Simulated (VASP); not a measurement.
# ZnO (P4/nmm) in VASP: relaxation of cell and atoms with PBE

Aim: the relaxation of cell and atoms of ZnO with PBE.

Program: VASP 6.6.1. These are calculated values, not measurements. Logs are shortened: lines on timing, memory, paths and dates and some standing lists are left out, and cuts for length are marked.

## Step 1: The cell of the first run

It takes space group P4/nmm (No. 129, tetragonal). Conventional cell: a = 3.849 Å, b = 3.849 Å, c = 3.588 Å, α = 90.00°, β = 90.00°, γ = 90.00°. Within 2.8 Å of Zn (site symmetry -4m2) lie 4 O at 2.03 Å and 4 Zn at 2.72 Å. O (site symmetry 4mm) has 4 Zn at 2.03 Å within 2.7 Å.

The cell was built from a structure type or drawn by symmetry, and may not be a known phase.

## Step 2: Relaxation of cell and atoms, PBE

INCAR

```
SYSTEM = ZnO
PREC = Accurate ; ENCUT = 600
EDIFF = 1E-7 ; ISMEAR = 0
SIGMA = 0.02 ; LREAL = .FALSE.
LASPH = .TRUE. ; NELM = 80
ALGO = Normal ; ISIF = 3
LWAVE = .FALSE. ; LCHARG = .FALSE.
GGA = PE ; IBRION = 2
NSW = 100 ; EDIFFG = -0.01
```

KPOINTS

```
regular mesh
0
G
  8 8 8
  0 0 0
```

POSCAR

```
ZnO
1.0
    3.8485834958      0.0000000000      0.0000000000
    0.0000000000      3.8485834958      0.0000000000
    0.0000000000      0.0000000000      3.5877624688
Zn O
2 2
Direct
    0.0000000000      0.0000000000      0.5000000000
    0.5000000000      0.5000000000      0.5000000000
    0.0000000000      0.5000000000      0.6796250119
    0.5000000000      0.0000000000      0.3203749881
```

Potentials or basis: VASP PAW PBE potentials, release 64 (Zn, O).

Run with:

```bash
$ cat potpaw_PBE.64/Zn/POTCAR potpaw_PBE.64/O/POTCAR > POTCAR
$ mpirun -np 1 vasp_std > vasp.out
```

OUTCAR:

```text
SYSTEM = ZnO
   PREC = Accurate
   ENCUT = 600
   EDIFF = 1E-7
   ISMEAR = 0
   LREAL = .FALSE.
   LASPH = .TRUE.
   NELM = 80
   ISIF = 3
   GGA = PE
   IBRION = 2
   NSW = 100
   EDIFFG = -0.01

 ion  position               nearest neighbor table
   1  0.000  0.000  0.500-   3 2.03   4 2.03   3 2.03   4 2.03   2 2.72   2 2.72   2 2.72   2 2.72

   2  0.500  0.500  0.500-   3 2.03   4 2.03   4 2.03   3 2.03   1 2.72   1 2.72   1 2.72   1 2.72

   3  0.000  0.500  0.680-   1 2.03   2 2.03   1 2.03   2 2.03
   4  0.500  0.000  0.320-   1 2.03   2 2.03   2 2.03   1 2.03

  LATTYP: Found a simple tetragonal cell.
 ALAT       =     3.8485834958
 C/A-ratio  =     0.9322293443

  Lattice vectors:

 A1 = (   3.8485834958,   0.0000000000,   0.0000000000)
 A2 = (   0.0000000000,   3.8485834958,   0.0000000000)
 A3 = (   0.0000000000,   0.0000000000,   3.5877624688)

Analysis of symmetry for initial positions (statically):
=====================================================================
 Subroutine PRICEL returns:
 Original cell was already a primitive cell.

 Routine SETGRP: Setting up the symmetry group for a
 simple tetragonal supercell.

 Subroutine GETGRP returns: Found 16 space group operations
 (whereof  8 operations were pure point group operations)
 out of a pool of 16 trial point group operations.

The static configuration has the point symmetry D_2d.
 The point group associated with its full space group is D_4h.

Analysis of symmetry for dynamics (positions and initial velocities):
=====================================================================
 Subroutine PRICEL returns:
 Original cell was already a primitive cell.

 Routine SETGRP: Setting up the symmetry group for a
 simple tetragonal supercell.

 Subroutine GETGRP returns: Found 16 space group operations
 (whereof  8 operations were pure point group operations)
 out of a pool of 16 trial point group operations.

The dynamic configuration has the point symmetry D_2d.
 The point group associated with its full space group is D_4h.

 Subroutine INISYM returns: Found 16 space group operations
 (whereof  8 operations are pure point group operations),
 and found     1 'primitive' translations

----------------------------------------------------------------------------------------

                                     Primitive cell

  volume of cell :      53.1405

  direct lattice vectors                    reciprocal lattice vectors
     3.848583496  0.000000000  0.000000000     0.259835859  0.000000000  0.000000000
     0.000000000  3.848583496  0.000000000     0.000000000  0.259835859  0.000000000
     0.000000000  0.000000000  3.587762469     0.000000000  0.000000000  0.278725252

  length of vectors
     3.848583496  3.848583496  3.587762469     0.259835859  0.259835859  0.278725252

  position of ions in fractional coordinates (direct lattice)
     0.000000000  0.000000000  0.500000000
     0.500000000  0.500000000  0.500000000
     0.000000000  0.500000000  0.679625012
     0.500000000  0.000000000  0.320374988

  ion indices of the primitive-cell ions
   primitive index   ion index
                 1           1
                 2           2
                 3           3
                 4           4

----------------------------------------------------------------------------------------

 KPOINTS: regular mesh

Automatic generation of k-mesh.
 Grid dimensions read from file:
 generate k-points for:    8    8    8

 Generating k-lattice:

  Cartesian coordinates                     Fractional coordinates (reciprocal lattice)
     0.032479482  0.000000000  0.000000000     0.125000000  0.000000000  0.000000000
     0.000000000  0.032479482  0.000000000     0.000000000  0.125000000  0.000000000
     0.000000000  0.000000000  0.034840657     0.000000000  0.000000000  0.125000000

  Length of vectors
     0.032479482  0.032479482  0.034840657

  Shift w.r.t. Gamma in fractional coordinates (k-lattice)
     0.000000000  0.000000000  0.000000000

 Subroutine IBZKPT returns following result:
 ===========================================

 Found     75 irreducible k-points:

 Following reciprocal coordinates:
            Coordinates               Weight
  0.000000  0.000000  0.000000      1.000000
  0.125000  0.000000  0.000000      4.000000
  0.250000  0.000000  0.000000      4.000000
  0.375000  0.000000  0.000000      4.000000
  0.500000  0.000000  0.000000      2.000000
  0.125000  0.125000  0.000000      4.000000
[... 16 lines left out ...]
  0.375000  0.125000  0.125000     16.000000
  0.500000  0.125000  0.125000      8.000000
 [... further k-points ...]
   k-points           NKPTS =     75   k-points in BZ     NKDIM =     75   number of bands    NBANDS=     22
   number of dos      NEDOS =    301   number of ions     NIONS =      4
   total plane-waves  NPLWV =  30720
   dimension x,y,z NGX =    32 NGY =   32 NGZ =   30
   dimension x,y,z NGXF=    64 NGYF=   64 NGZF=   60
   ions per type =               2   2
   NGX,Y,Z   is equivalent  to a cutoff of  13.82, 13.82, 13.90 a.u.
   NGXF,Y,Z  is equivalent  to a cutoff of  27.65, 27.65, 27.80 a.u.
 SYSTEM =  ZnO
   PREC   = accura    normal or accurate (medium, high low for compatibility)
   ISTART =      0    job   : 0-new  1-cont  2-samecut
   ICHARG =      2    charge: 1-file 2-atom 10-const
   ISPIN  =      1    spin polarized calculation?
   LNONCOLLINEAR =      F non collinear calculations
   LSORBIT =      F    spin-orbit coupling
   LASPH  =      T    aspherical Exc in radial PAW
   ENCUT  =  600.0 eV  44.10 Ry    6.64 a.u.   7.69  7.69  7.17*2*pi/ulx,y,z
   NELM   =     80;   NELMIN=  2; NELMDL= -5     # of ELM steps
   EDIFF  = 0.1E-06   stopping-criterion for ELM
   LREAL  =      F    real-space projection
   EDIFFG = -.1E-01   stopping-criterion for IOM
   NSW    =    100    number of steps for IOM
   IBRION =      2    ionic relax: 0-MD 1-quasi-New 2-CG
   NFREE  =      1    steps in history (QN), initial steepest desc. (CG)
   ISIF   =      3    stress and relaxation
   ISYM   =      2    0-nonsym 1-usesym 2-fastsym
   POTIM  = 0.5000    time-step for ionic-motion
   TEBEG  =    0.0;   TEEND  =   0.0 temperature during run
   PSTRESS=    0.0 pullay stress
   NELECT =      36.0000    total number of electrons
   NUPDOWN=      -1.0000    fix difference up-down
   EMIN   =  10.00;   EMAX   =-10.00  energy-range for DOS
   EFERMI =   0.00;   METHOD = LEGACY
   ISMEAR =     0;   SIGMA  =   0.02  broadening in eV -4-tet -1-fermi 0-gaus
   EFERMI_NEDOS =   21; number of points for ismear=-14 and -15
   IALGO  =     38    algorithm
   IMIX   =      4    mixing-type and parameters
     AMIX     =   0.40;   BMIX     =  1.00
     AMIX_MAG =   1.60;   BMIX_MAG =  1.00
  volume/ion in A,a.u.               =      13.29        89.65
  Fermi-wavevector in a.u.,A,eV,Ry     =   1.437807  2.717061 28.127161  2.067288
  Thomas-Fermi vector in A             =   2.556843
   LORBIT       =      0    0 simple, 1 ext, 2 COOP (PROOUT), +10 PAW based schemes
   GGA     = PE    functional components
   LHFCALC =     F    Hartree Fock is set to
   AEXX    =    0.0000 exact exchange contribution
   IVDW    =     0    specifies the selected vdW correction
   LEPSILON=     F    determine dielectric tensor
   LRPA    =     F    only Hartree local field effects (RPA)
 conjugate gradient relaxation of ions
 non-spin polarized calculation
 Gauss-broadening in eV      SIGMA  =   0.02
  energy-cutoff  :      600.00
  volume of cell :       53.14
 maximum number of plane-waves:      1796
 NGX is ok and might be reduce to    32
   NGX = 15   NGY = 15   NGZ = 15

--------------------------------------- Ionic step        1  -------------------------------------------

 number of electron      35.9999976 magnetization

 Free energy of the ion-electron system (eV)
  ---------------------------------------------------
  ext. energy  EPLUGINS =         0.00000000
  ---------------------------------------------------
  free energy    TOTEN  =       -16.55028658 eV

  energy without entropy =      -16.55028658  energy(sigma->0) =      -16.55028658

------------------------ aborting loop because EDIFF is reached ----------------------------------------

  FORCE on cell =-STRESS in cart. coord.  units (eV):
  Direction    XX          YY          ZZ          XY          YZ          ZX
  --------------------------------------------------------------------------------------
  -------------------------------------------------------------------------------------
  Total        0.4287448      0.4287448     -0.0872801      0.0000000      0.0000000     -0.0000000
  in kB       12.9265890     12.9265890     -2.6314823      0.0000000      0.0000000     -0.0000000
  external PRESSURE =       7.7405652 kB  Pullay stress =       0.0000000 kB
[... 95 lines left out ...]
  FREE ENERGIE OF THE ION-ELECTRON SYSTEM (eV)
  ---------------------------------------------------
  free  energy   TOTEN  =       -16.5518146861 eV

  energy  without entropy=      -16.5518146861  energy(sigma->0) =      -16.55181469

[... ionic steps 4 to 17 ...]

--------------------------------------- Ionic step       18  -------------------------------------------

 number of electron      35.9999967 magnetization

------------------------ aborting loop because EDIFF is reached ----------------------------------------

  FORCE on cell =-STRESS in cart. coord.  units (eV):
  Direction    XX          YY          ZZ          XY          YZ          ZX
  --------------------------------------------------------------------------------------
  -------------------------------------------------------------------------------------
  Total        0.0361999      0.0361999      0.0578998      0.0000000      0.0000000      0.0000000
  in kB        1.1349001      1.1349001      1.8152142      0.0000000      0.0000000      0.0000000
  external PRESSURE =       1.3616715 kB  Pullay stress =       0.0000000 kB
[... 61 lines left out ...]
  energy  without entropy=      -16.5554456434  energy(sigma->0) =      -16.55544564

--------------------------------------- Ionic step       20  -------------------------------------------

 number of electron      35.9999967 magnetization

 Free energy of the ion-electron system (eV)
  ---------------------------------------------------
  ext. energy  EPLUGINS =         0.00000000
  ---------------------------------------------------
  free energy    TOTEN  =       -16.55547131 eV

  energy without entropy =      -16.55547131  energy(sigma->0) =      -16.55547131

 E-fermi :   0.5537     XC(G=0): -10.5320

 val. band max:        0.4733852945   @ k =   0.0000   0.0000   0.0000
 cond. band min:       1.4068003494   @ k =   0.0000   0.0000   0.0000
 fundamental gap:      0.9334150548
 Fermi energy:         0.5537066560

 k-point     1 :       0.0000    0.0000    0.0000
  band No.  band energies     occupation
      1     -17.0909      2.00000
      2     -16.0447      2.00000
      3      -4.9911      2.00000
      4      -4.9019      2.00000
      5      -4.9019      2.00000
      6      -4.8636      2.00000
[... 574 lines left out ...]
      6      -4.9876      2.00000
[... 14 lines left out ...]
     21       9.6126      0.00000
     22       9.6126      0.00000

 [... further k-points ...]
[... 5 lines left out ...]
  --------------------------------------------------------------------------------------
  -------------------------------------------------------------------------------------
  Total        0.0016429      0.0016429      0.0368354      0.0000000      0.0000000      0.0000000
  in kB        0.0514770      0.0514770      1.1541418      0.0000000      0.0000000      0.0000000
  external PRESSURE =       0.4190319 kB  Pullay stress =       0.0000000 kB
[... 19 lines left out ...]
  FREE ENERGIE OF THE ION-ELECTRON SYSTEM (eV)
  ---------------------------------------------------
  free  energy   TOTEN  =       -16.5554713149 eV

  energy  without entropy=      -16.5554713149  energy(sigma->0) =      -16.55547131

 reached required accuracy - stopping structural energy minimisation
```

Run time: 24 min. Hardware: 1 thread of Intel Xeon 8259CL, shared host; peak memory 0.25 GiB.

What came out:

* Free energy: -16.5555 eV
* Relaxed volume: 12.78 Å³/atom
* Relaxed cell: a = 3.850 Å, b = 3.850 Å, c = 3.450 Å, α = 90.00°, β = 90.00°, γ = 90.00°
* Space group after relaxing (to 0.1 Å): P4/nmm (No. 129)
* Energy gained by relaxing: 1.3 meV/atom
* Ionic steps: 20
* Pressure after relaxing: 0.0 GPa
* Largest force after relaxing: 0.009 eV/Å
* Band gap on the k mesh: 0.93 eV

Forces on the atoms (eV/Å):
```
Zn   0.000  0.000  0.000
Zn   0.000  0.000  0.000
O    0.000  0.000  0.009
O    0.000  0.000 -0.009
```

Stress tensor (GPa, compression positive):
```
0.01 0.00 0.00
0.00 0.01 0.00
0.00 0.00 0.12
```

Step by step:
| step | energy change (eV) | largest force (eV/Å) | pressure (GPa) | volume (Å³) |
| --- | --- | --- | --- | --- |
| 1 | 0.0000 | 0.0729 | 0.77 | 53.14 |
| 2 | -0.0008 | 0.0263 | -0.86 | 53.63 |
| 3 | -0.0015 | 0.0125 | -0.24 | 53.44 |
| 4 | -0.0015 | 0.0143 | -0.19 | 53.43 |
| 5 | -0.0018 | 0.0169 | -0.18 | 53.34 |
| 6 | -0.0025 | 0.0260 | -0.10 | 53.07 |
| 7 | -0.0035 | 0.0427 | 0.03 | 52.52 |
| 8 | -0.0027 | 0.0783 | 0.34 | 51.43 |
| 9 | -0.0036 | 0.0539 | 0.12 | 52.19 |
| 10 | -0.0039 | 0.0321 | -0.21 | 52.14 |
| 11 | -0.0039 | 0.0209 | -0.35 | 52.12 |
| 12 | -0.0040 | 0.0190 | -0.32 | 52.05 |
| 13 | -0.0044 | 0.0135 | -0.35 | 51.86 |
| 14 | -0.0049 | 0.0027 | -0.23 | 51.48 |
| 15 | -0.0050 | 0.0018 | -0.29 | 51.33 |
| 16 | -0.0050 | 0.0107 | -0.19 | 51.03 |
| 17 | -0.0050 | 0.0073 | -0.24 | 51.17 |
| 18 | -0.0052 | 0.0147 | 0.14 | 51.10 |
| 19 | -0.0052 | 0.0105 | 0.06 | 51.12 |
| 20 | -0.0052 | 0.0092 | 0.04 | 51.13 |

Final structure:
```
CELL_PARAMETERS angstrom
3.84986 0.00000 0.00000
0.00000 3.84986 0.00000
0.00000 0.00000 3.45007
ATOMIC_POSITIONS crystal
Zn 0.00000 0.00000 0.50000
Zn 0.50000 0.50000 0.50000
O 0.00000 0.50000 0.69380
O 0.50000 0.00000 0.30620
```

Levels at points of the mesh, in eV from the valence-band top:
```csv
k point,band 14,band 15,band 16,band 17,band 18,band 19,band 20,band 21,band 22
"(0.00, 0.00, 0.00)",-3.36,-1.19,-0.86,-0.86,0.00,0.93,4.42,7.49,11.67
"(0.50, 0.00, 0.00)",-3.00,-1.70,-1.70,-0.49,-0.49,4.97,4.97,9.28,9.28
"(0.50, 0.50, 0.00)",-3.48,-1.04,-1.04,-0.25,-0.25,6.20,6.20,7.36,7.36
"(0.00, 0.00, 0.50)",-2.92,-2.17,-1.57,-0.89,-0.89,4.35,5.54,6.75,7.86
"(0.50, 0.00, 0.50)",-3.34,-1.47,-1.47,-0.49,-0.49,4.55,4.55,8.02,8.02
"(0.50, 0.50, 0.50)",-3.00,-1.92,-1.92,-1.25,-1.25,6.94,6.94,8.34,8.34
```
